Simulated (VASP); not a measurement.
# Ba (Fm-3m) in VASP: a series of runs, part 2 of 2

VASP 6.6.1.

## (4) Single point, PBE (volume scaled by 0.45)

INCAR

```
PREC     = Accurate       # precision mode
ENCUT    = 520            # plane-wave cutoff, eV
EDIFF    = 1E-7           # SCF threshold, eV
ISMEAR   = -1             # smearing method
SIGMA    = 0.1            # smearing width, eV
LREAL    = False          # projectors in reciprocal space
LASPH    = True           # aspherical terms in the spheres
NELM     = 60             # most SCF steps
ALGO     = Normal         # electronic algorithm
ISIF     = 2              # what is computed and relaxed
LWAVE    = False          # write WAVECAR
LCHARG   = False          # write CHGCAR
GGA      = PE             # functional
NBANDS   = 11             # bands
```

KPOINTS

```
regular mesh
0
Gamma
  10 10 10
```

POSCAR

```
Ba
1.0
    0.0000000000      2.4362750038      2.4362750038
    2.4362750038      0.0000000000      2.4362750038
    2.4362750038      2.4362750038      0.0000000000
Ba
1
Direct
    0.0000000000      0.0000000000      0.0000000000
```

Potentials or basis: VASP PAW PBE potentials, release 64 (Ba_sv).

Run with:

```sh
cat potpaw_PBE.64/Ba_sv/POTCAR > POTCAR
mpirun -np 1 vasp_std > vasp.out
```

OUTCAR:

```text
PREC = Accurate
   ENCUT = 520
   EDIFF = 1E-7
   ISMEAR = -1
   LREAL = False
   LASPH = True
   NELM = 60
   ISIF = 2
   GGA = PE

 ion  position               nearest neighbor table
   1  0.000  0.000  0.000-

  LATTYP: Found a face centered cubic cell.
 ALAT       =     4.8725500076

  Lattice vectors:

 A1 = (   0.0000000000,   2.4362750038,   2.4362750038)
 A2 = (   2.4362750038,   0.0000000000,   2.4362750038)
 A3 = (   2.4362750038,   2.4362750038,   0.0000000000)

Analysis of symmetry for initial positions (statically):
=====================================================================
 Subroutine PRICEL returns:
 Original cell was already a primitive cell.

 Routine SETGRP: Setting up the symmetry group for a
 face centered cubic supercell.

 Subroutine GETGRP returns: Found 48 space group operations
[... 9 lines left out ...]

 Routine SETGRP: Setting up the symmetry group for a
 face centered cubic supercell.

 Subroutine GETGRP returns: Found 48 space group operations
[... 11 lines left out ...]
                                     Primitive cell

  volume of cell :      28.9207

  direct lattice vectors                    reciprocal lattice vectors
     0.000000000  2.436275004  2.436275004    -0.205231347  0.205231347  0.205231347
     2.436275004  0.000000000  2.436275004     0.205231347 -0.205231347  0.205231347
     2.436275004  2.436275004  0.000000000     0.205231347  0.205231347 -0.205231347

  length of vectors
     3.445413152  3.445413152  3.445413152     0.355471120  0.355471120  0.355471120

  position of ions in fractional coordinates (direct lattice)
     0.000000000  0.000000000  0.000000000

  ion indices of the primitive-cell ions
   primitive index   ion index
                 1           1

[... 93 lines left out ...]
  Fermi-wavevector in a.u.,A,eV,Ry     =   1.149049  2.171388 17.963955  1.320313
  Thomas-Fermi vector in A             =   2.285721
   LORBIT       =      0    0 simple, 1 ext, 2 COOP (PROOUT), +10 PAW based schemes
   GGA     = PE    functional components
   LHFCALC =     F    Hartree Fock is set to
   AEXX    =    0.0000 exact exchange contribution
   IVDW    =     0    specifies the selected vdW correction
   LEPSILON=     F    determine dielectric tensor
   LRPA    =     F    only Hartree local field effects (RPA)
 non-spin polarized calculation
  energy-cutoff  :      520.00
  volume of cell :       28.92
 maximum number of plane-waves:       794
 NGX is ok and might be reduce to    28
   NGX = 13   NGY = 13   NGZ = 13

 number of electron      10.0000000 magnetization

 number of electron       9.9999999 magnetization

 Free energy of the ion-electron system (eV)
  ---------------------------------------------------
  ext. energy  EPLUGINS =         0.00000000
  ---------------------------------------------------
  free energy    TOTEN  =        -0.65907275 eV

  energy without entropy =       -0.61410947  energy(sigma->0) =       -0.63659111

 E-fermi :   5.3955     XC(G=0): -10.3992

 val. band max:        5.3519862549   @ k =   0.2000   0.2000   0.0000
 cond. band min:       5.4296140949   @ k =   0.5000   0.3000   0.0000
 fundamental gap:      0.0776278399
 Fermi energy:         5.3954556596

 k-point     1 :       0.0000    0.0000    0.0000
  band No.  band energies     occupation
      1     -23.3953      2.00000
      2      -6.4483      2.00000
      3      -6.4483      2.00000
      4      -6.4483      2.00000
      5       3.6646      2.00000
      6       7.7684      0.00000
      7       7.7684      0.00000
      8       7.7684      0.00000
      9      11.4605      0.00000
     10      11.4605      0.00000
     11      13.0966      0.00000
[... 309 lines left out ...]
 k-point    24 :       0.4000    0.3000    0.0000
  band No.  band energies     occupation
      1     -22.5733      2.00000
      2      -9.3348      2.00000
      3      -7.6813      2.00000
      4      -7.5178      2.00000
      5       4.0571      2.00000
      6       4.5786      1.99943
      7      10.1297      0.00000
      8      11.4267      0.00000
      9      13.4337      0.00000
     10      14.3652      0.00000
     11      19.0872      0.00000

 [... further k-points ...]

------------------------ aborting loop because EDIFF is reached ----------------------------------------

  FORCE on cell =-STRESS in cart. coord.  units (eV):
  Direction    XX          YY          ZZ          XY          YZ          ZX
  --------------------------------------------------------------------------------------
  -------------------------------------------------------------------------------------
  Total        3.5972309      3.5972309      3.5972309     -0.0000000     -0.0000000      0.0000000
  in kB      199.2828733    199.2828733    199.2828733     -0.0000000     -0.0000000      0.0000000
  external PRESSURE =     199.2828733 kB  Pullay stress =       0.0000000 kB

 VOLUME and BASIS-vectors are now :
 -----------------------------------------------------------------------------
  energy-cutoff  :      520.00
  volume of cell :       28.92
      direct lattice vectors                 reciprocal lattice vectors
     0.000000000  2.436275004  2.436275004    -0.205231347  0.205231347  0.205231347
     2.436275004  0.000000000  2.436275004     0.205231347 -0.205231347  0.205231347
     2.436275004  2.436275004  0.000000000     0.205231347  0.205231347 -0.205231347

 POSITION                                       TOTAL-FORCE (eV/Angst)
 -----------------------------------------------------------------------------------
      0.00000      0.00000      0.00000        -0.000000      0.000000      0.000000
 -----------------------------------------------------------------------------------
    total drift:                                0.000000      0.000000      0.000000

  FREE ENERGIE OF THE ION-ELECTRON SYSTEM (eV)
  ---------------------------------------------------
  free  energy   TOTEN  =        -0.6590727479 eV

  energy  without entropy=       -0.6141094719  energy(sigma->0) =       -0.63659111
```

OSZICAR:

```text
N       E                     dE             d eps       ncg     rms          rms(c)
DAV:   1     0.462172999832E+02    0.46217E+02   -0.50439E+03  1042   0.823E+02
DAV:   2     0.674262450048E+00   -0.45543E+02   -0.43995E+02  1265   0.154E+02
DAV:   3    -0.809618153033E+00   -0.14839E+01   -0.14596E+01  1330   0.246E+01
DAV:   4    -0.830118199153E+00   -0.20500E-01   -0.20475E-01  1202   0.288E+00
DAV:   5    -0.830680876895E+00   -0.56268E-03   -0.56264E-03  1276   0.343E-01    0.765E+00
DAV:   6    -0.705126620929E+00    0.12555E+00   -0.12050E-01  1174   0.232E+00    0.407E+00
DAV:   7    -0.659406644683E+00    0.45720E-01   -0.12499E-01  1364   0.234E+00    0.296E-01
DAV:   8    -0.659075541531E+00    0.33110E-03   -0.25036E-03  1187   0.382E-01    0.699E-02
DAV:   9    -0.659077304824E+00   -0.17633E-05   -0.44972E-05  1270   0.519E-02    0.176E-02
DAV:  10    -0.659072949269E+00    0.43556E-05   -0.37970E-06  1181   0.229E-02    0.115E-03
DAV:  11    -0.659073068224E+00   -0.11895E-06   -0.41369E-08   821   0.143E-03    0.685E-04
DAV:  12    -0.659072687415E+00    0.38081E-06   -0.32731E-08   660   0.176E-03    0.238E-04
DAV:  13    -0.659072747887E+00   -0.60472E-07   -0.32720E-09   613   0.604E-04
   1 F= -.65907275E+00 E0= -.63659111E+00  d E =-.449633E-01
```

Run time: 8.4 s. Hardware: 1 thread of Intel Xeon 6975P-C (Granite Rapids), shared host; peak memory 0.16 GiB.

What came out:

| Property | Result |
| --- | --- |
| Free energy | -0.6591 eV |
| Pressure | 19.9 GPa |
| Band gap on the k mesh | zero (band 5 reaches 6.30 eV, above the bottom of band 6 at 3.67 eV) |

Caveat: spin-orbit coupling is left out, which moves the levels of the heavy elements.
